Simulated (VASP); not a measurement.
Input of a VASP 6.6.1 run:

INCAR

```
  PREC = Accurate
  ENCUT = 520
  EDIFF = 1E-6
  ISMEAR = 0
  SIGMA = 0.05
  LREAL = False
  LASPH = True
  NELM = 60
  ALGO = Normal
  ISIF = 2
  LWAVE = False
  LCHARG = False
  NBANDS = 20
```

The input KPOINTS:

```
regular mesh
0
Gamma
  9 9 6
```

Contents of POSCAR:

```
SnSe2
1.0
    3.8109987816      0.0000000000      0.0000000000
   -1.9054993908      3.3004217586      0.0000000000
    0.0000000000      0.0000000000      6.1370000000
Sn Se
1 2
Direct
    0.0000000000      0.0000000000      0.0000000000
    0.3333333333      0.6666666667      0.2500000000
    0.6666666667      0.3333333333      0.7500000000
```

Potentials or basis: VASP PAW LDA potentials, release 64 (Sn_d, Se).

The run is started by

```sh
$ cat potpaw_LDA.64/Sn_d/POTCAR potpaw_LDA.64/Se/POTCAR > POTCAR
$ mpirun -np 1 vasp_std > vasp.out
```

Task: What does it give for the largest force?

Result: 0.442 eV/Å.

Task: Predict the pressure.

Result: 0.7 GPa.

Stress tensor (GPa, compression positive):
```
0.23 0.00 0.00
0.00 0.23 0.00
0.00 0.00 1.71
```
